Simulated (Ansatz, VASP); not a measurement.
## Mg2C: VASP beside Ansatz

INCAR

```
ALGO = Normal
EDIFF = 1E-6
EDIFFG = -0.01
ENCUT = 600
GGA = PE
IBRION = 2
ISIF = 3
ISMEAR = 0
IVDW = 12
LASPH = True
LCHARG = False
LREAL = False
LWAVE = False
NELM = 100
NSW = 100
PREC = Accurate
SIGMA = 0.1
```

KPOINTS

```
k-points
0
Gamma
  18 18 10
```

POSCAR

```
Mg2C
1.0
    3.4563652547      0.0000000000      0.0000000000
   -1.7281826274      2.9933001153      0.0000000000
    0.0000000000      0.0000000000      4.6993855777
Mg C
2 1
Direct
    0.3333333333      0.6666666667      0.7938347296
    0.6666666667      0.3333333333      0.2061652704
    0.0000000000      0.0000000000      0.0000000000
```

Input for Ansatz:

```yaml
crystal:
  lattice:
    - [3.4563652547, 0.0, 0.0]
    - [-1.7281826274, 2.9933001153, 0.0]
    - [0.0, 0.0, 4.6993855777]
  atoms:
    - { symbol: Mg, position: [0.3333333333, 0.6666666667, 0.7938347296] }
    - { symbol: Mg, position: [0.6666666667, 0.3333333333, 0.2061652704] }
    - { symbol: C, position: [0.0, 0.0, 0.0] }
basis:
  ecutwfc: 420
kpoints:
  mp_grid: { grid: [18, 18, 10] }
hamiltonian:
  xc: pbe
  dispersion: d3bj
scf:
  occupations: { method: gaussian, width: 0.1 }
output:
  forces: true
  stress: true
  eigenvalues: true
  write_density: true
  write_potential: true
  elf: true
  volumetric_format: npy
relax:
  adjacent_minimum: "off"
  f_tol: 0.01
  max_steps: 80
  cell: { stress_tol: 0.05 }
```

Alike in both runs: task relaxation of cell and atoms; functional PBE; dispersion D3(BJ); k mesh 18 × 18 × 10; occupations gaussian, width 0.1 eV; no spin polarisation.

|  | VASP | Ansatz |
| --- | --- | --- |
| version | VASP 6.6.1 | Ansatz 0.2.0 |
| potentials or method | VASP PAW PBE potentials, release 64 (Mg, C), cutoff 600 eV | scalar-relativistic, plane waves, PAW |
| valence electrons in the cell | 8 | 24 |

Ansatz gave:

| Quantity | Value |
| --- | --- |
| gap on the k mesh at the Fermi level, each at its own relaxed structure (eV) | none |
| relaxed volume (Å³/atom) | 16.22 |
| relaxed cell length with the largest relative difference (Å) | 4.618 |

Question: Which values does VASP return?

Answer: gap on the k mesh at the Fermi level, each at its own relaxed structure (eV): none; relaxed volume (Å³/atom): 16.16; relaxed cell length with the largest relative difference (Å): 4.607.

A gap of «none» marks a metal or a gap that the smearing closes. VASP's potentials hold 8 valence electrons a cell and Ansatz's 24, so a difference there can come from the potentials and not from the codes.
